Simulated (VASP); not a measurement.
# HfTeH (P4/nmm) in VASP: single point with r2SCAN

Aim: the single point of HfTeH with r2SCAN.

Program: VASP 6.6.1. These are calculated values, not measurements. Logs are shortened: lines on timing, memory, paths and dates and some standing lists are left out, and cuts for length are marked.

**1. The cell of the first run**

The structure is tetragonal, space group P4/nmm (No. 129). Conventional cell: a = 3.570 Å, b = 3.570 Å, c = 8.183 Å, α = 90.00°, β = 90.00°, γ = 90.00°. Within 2.8 Å of Hf (site symmetry 4mm) lie 4 H at 2.14 Å. H (site symmetry -4m2) has 4 Hf at 2.14 Å and 4 H at 2.52 Å within 2.8 Å. Within 3.8 Å of Te (site symmetry 4mm) lie 4 Hf at 2.91 Å and 4 H at 3.18 Å and 4 Te at 3.57 Å.

**2. Single point, r2SCAN**

POSCAR

```
HfTeH
1.0
    3.5700830000      0.0000000000      0.0000000000
    0.0000000000      3.5700830000      0.0000000000
    0.0000000000      0.0000000000      8.1826700000
Hf H Te
2 2 2
Direct
    0.0000000000      0.5000000000      0.1445134602
    0.5000000000      0.0000000000      0.8554865398
    0.0000000000      0.0000000000      0.0000000000
    0.5000000000      0.5000000000      0.0000000000
    0.0000000000      0.5000000000      0.6778562015
    0.5000000000      0.0000000000      0.3221437985
```

INCAR.step1

```
SYSTEM = HfTeH
ALGO     = Normal         ! electronic algorithm
EDIFF    = 1E-4           ! SCF threshold, eV
ENCUT    = 520            ! plane-wave cutoff, eV
GGA      = PE             ! functional
ISMEAR   = -1             ! smearing method
LASPH    = .True.         ! aspherical terms in the spheres
LCHARG   = .False.        ! write CHGCAR
LREAL    = .False.        ! projectors in reciprocal space
LWAVE    = .True.         ! write WAVECAR
NBANDS   = 26             ! bands
NELM     = 100            ! most SCF steps
PREC     = Accurate       ! precision mode
SIGMA    = 0.1            ! smearing width, eV
```

INCAR.step2

```
SYSTEM = HfTeH
ALGO     = Normal         ! electronic algorithm
EDIFF    = 1E-7           ! SCF threshold, eV
ENCUT    = 520            ! plane-wave cutoff, eV
ISIF     = 2              ! what is computed and relaxed
ISMEAR   = -1             ! smearing method
ISTART   = 1            
LASPH    = .True.         ! aspherical terms in the spheres
LCHARG   = .False.        ! write CHGCAR
LMIXTAU  = .True.       
LREAL    = .False.        ! projectors in reciprocal space
LWAVE    = .False.        ! write WAVECAR
METAGGA  = R2SCAN         ! meta-GGA
NBANDS   = 26             ! bands
NELM     = 100            ! most SCF steps
PREC     = Accurate       ! precision mode
SIGMA    = 0.1            ! smearing width, eV
```

KPOINTS

```
k-points
0
Gamma
  9 9 4
  0 0 0
```

Potentials or basis: VASP PAW PBE potentials, release 64 (Hf_pv, H, Te).

The run is started by

```sh
$ cat potpaw_PBE.64/Hf_pv/POTCAR potpaw_PBE.64/H/POTCAR potpaw_PBE.64/Te/POTCAR > POTCAR
$ cp INCAR.step1 INCAR
$ mpirun -np 1 vasp_std > vasp.out
$ cp INCAR.step2 INCAR
$ mpirun -np 1 vasp_std > vasp.out
```

OUTCAR:

```text
SYSTEM = HfTeH
   EDIFF = 1E-7
   ENCUT = 520
   ISIF = 2
   ISMEAR = -1
   ISTART = 1
   LASPH = .True.
   LREAL = .False.
   METAGGA = R2SCAN
   NELM = 100
   PREC = Accurate

 ion  position               nearest neighbor table
   1  0.000  0.500  0.145-   3 2.14   4 2.14   3 2.14   4 2.14   6 2.91   6 2.91   6 2.91   6 2.91
                             2 3.46   2 3.46   2 3.46   2 3.46
   2  0.500  0.000  0.855-   3 2.14   4 2.14   4 2.14   3 2.14   5 2.91   5 2.91   5 2.91   5 2.91
                             1 3.46   1 3.46   1 3.46   1 3.46
   3  0.000  0.000  0.000-   1 2.14   2 2.14   1 2.14   2 2.14
   4  0.500  0.500  0.000-   1 2.14   2 2.14   2 2.14   1 2.14
   5  0.000  0.500  0.678-   2 2.91   2 2.91   2 2.91   2 2.91
   6  0.500  0.000  0.322-   1 2.91   1 2.91   1 2.91   1 2.91

  LATTYP: Found a simple tetragonal cell.
 ALAT       =     3.5700830000
 C/A-ratio  =     2.2920111381

  Lattice vectors:

 A1 = (   3.5700830000,   0.0000000000,   0.0000000000)
 A2 = (   0.0000000000,   3.5700830000,   0.0000000000)
 A3 = (   0.0000000000,   0.0000000000,   8.1826700000)

Analysis of symmetry for initial positions (statically):
=====================================================================
 Subroutine PRICEL returns:
 Original cell was already a primitive cell.

 Routine SETGRP: Setting up the symmetry group for a
 simple tetragonal supercell.

 Subroutine GETGRP returns: Found 16 space group operations
 (whereof  8 operations were pure point group operations)
 out of a pool of 16 trial point group operations.

The static configuration has the point symmetry D_2d.
 The point group associated with its full space group is D_4h.

Analysis of symmetry for dynamics (positions and initial velocities):
=====================================================================
 Subroutine PRICEL returns:
 Original cell was already a primitive cell.

 Routine SETGRP: Setting up the symmetry group for a
 simple tetragonal supercell.

 Subroutine GETGRP returns: Found 16 space group operations
 (whereof  8 operations were pure point group operations)
 out of a pool of 16 trial point group operations.

The dynamic configuration has the point symmetry D_2d.
 The point group associated with its full space group is D_4h.

 Subroutine INISYM returns: Found 16 space group operations
 (whereof  8 operations are pure point group operations),
 and found     1 'primitive' translations

----------------------------------------------------------------------------------------

[... 99 lines left out ...]
   NELM   =    100;   NELMIN=  2; NELMDL=  0     # of ELM steps
   EDIFF  = 0.1E-06   stopping-criterion for ELM
   LREAL  =      F    real-space projection
   EDIFFG = 0.1E-05   stopping-criterion for IOM
   NSW    =      0    number of steps for IOM
   IBRION =     -1    ionic relax: 0-MD 1-quasi-New 2-CG
   NFREE  =      0    steps in history (QN), initial steepest desc. (CG)
   ISIF   =      2    stress and relaxation
   ISYM   =      2    0-nonsym 1-usesym 2-fastsym
   POTIM  = 0.5000    time-step for ionic-motion
   TEBEG  =    0.0;   TEEND  =   0.0 temperature during run
   PSTRESS=    0.0 pullay stress
   NELECT =      34.0000    total number of electrons
   NUPDOWN=      -1.0000    fix difference up-down
   EMIN   =  10.00;   EMAX   =-10.00  energy-range for DOS
   EFERMI =   0.00;   METHOD = LEGACY
   ISMEAR =    -1;   SIGMA  =   0.10  broadening in eV -4-tet -1-fermi 0-gaus
   EFERMI_NEDOS =   21; number of points for ismear=-14 and -15
   IALGO  =     38    algorithm
   IMIX   =      4    mixing-type and parameters
     AMIX     =   0.40;   BMIX     =  1.00
     AMIX_MAG =   1.60;   BMIX_MAG =  1.00
  volume/ion in A,a.u.               =      17.38       117.30
  Fermi-wavevector in a.u.,A,eV,Ry     =   1.126723  2.129198 17.272667  1.269505
  Thomas-Fermi vector in A             =   2.263406
   LORBIT       =      0    0 simple, 1 ext, 2 COOP (PROOUT), +10 PAW based schemes
   METAGGA = R2SCAN    functional components
   LHFCALC =     F    Hartree Fock is set to
   AEXX    =    0.0000 exact exchange contribution
   IVDW    =     0    specifies the selected vdW correction
   LEPSILON=     F    determine dielectric tensor
   LRPA    =     F    only Hartree local field effects (RPA)
 non-spin polarized calculation
  energy-cutoff  :      520.00
  volume of cell :      104.29
 maximum number of plane-waves:      2833
 NGX is ok and might be reduce to    28
   NGX = 13   NGY = 13   NGZ = 31

 number of electron      34.0000006 magnetization

 Free energy of the ion-electron system (eV)
  ---------------------------------------------------
  ext. energy  EPLUGINS =         0.00000000
  ---------------------------------------------------
  free energy    TOTEN  =      -151.43278938 eV

  energy without entropy =     -151.28188116  energy(sigma->0) =     -151.35733527

 E-fermi :   7.2326     XC(G=0): -11.1989

 val. band max:        7.2148119872   @ k =   0.4444   0.1111   0.2500
 cond. band min:       7.2395174333   @ k =   0.3333   0.1111   0.5000
 fundamental gap:      0.0247054461
 Fermi energy:         7.2325642501

 k-point     1 :       0.0000    0.0000    0.0000
  band No.  band energies     occupation
      1     -25.8092      2.00000
      2     -25.6381      2.00000
      3     -25.6137      2.00000
      4     -25.6137      2.00000
      5     -25.5412      2.00000
      6     -25.5412      2.00000
[... 685 lines left out ...]
     25      11.7283      0.00000
     26      12.1264      0.00000

 [... further k-points ...]
[... 5 lines left out ...]
  --------------------------------------------------------------------------------------
  -------------------------------------------------------------------------------------
  Total        0.1690788      0.1690788      1.9405456      0.0000000      0.0000000      0.0000000
  in kB        2.5974554      2.5974554     29.8114273      0.0000000      0.0000000      0.0000000
  external PRESSURE =      11.6687794 kB  Pullay stress =       0.0000000 kB

 VOLUME and BASIS-vectors are now :
 -----------------------------------------------------------------------------
  energy-cutoff  :      520.00
  volume of cell :      104.29
      direct lattice vectors                 reciprocal lattice vectors
     3.570083000  0.000000000  0.000000000     0.280105533  0.000000000  0.000000000
     0.000000000  3.570083000  0.000000000     0.000000000  0.280105533  0.000000000
     0.000000000  0.000000000  8.182670000     0.000000000  0.000000000  0.122209499

 POSITION                                       TOTAL-FORCE (eV/Angst)
 -----------------------------------------------------------------------------------
      0.00000      1.78504      1.18251         0.000000      0.000000     -0.021995
      1.78504      0.00000      7.00016        -0.000000      0.000000      0.021995
      0.00000      0.00000      0.00000        -0.000000      0.000000      0.000000
      1.78504      1.78504      0.00000        -0.000000      0.000000      0.000000
      0.00000      1.78504      5.54667        -0.000000     -0.000000      0.020091
      1.78504      0.00000      2.63600        -0.000000      0.000000     -0.020091
 -----------------------------------------------------------------------------------
    total drift:                                0.000000      0.000000      0.000000

  FREE ENERGIE OF THE ION-ELECTRON SYSTEM (eV)
  ---------------------------------------------------
  free  energy   TOTEN  =      -151.4327893824 eV

  energy  without entropy=     -151.2818811559  energy(sigma->0) =     -151.35733527
```

Wall time 19 min (1 thread of AMD EPYC 7R13, shared host); peak memory 0.27 GiB.

Results:

```
Free energy            : -151.4328 eV
Pressure               : 1.2 GPa
Largest force          : 0.022 eV/Å
Band gap on the k mesh : zero (band 17 reaches 8.01 eV, above the bottom of band 18 at 6.68 eV)
```

Forces on the atoms (eV/Å):
```
Hf   0.000  0.000 -0.022
Hf   0.000  0.000  0.022
H    0.000  0.000  0.000
H    0.000  0.000  0.000
Te   0.000  0.000  0.020
Te   0.000  0.000 -0.020
```

Caveat: the PAW data sets were made with another functional, which shifts forces and pressure a little; spin-orbit coupling is left out, which moves the levels of the heavy elements.
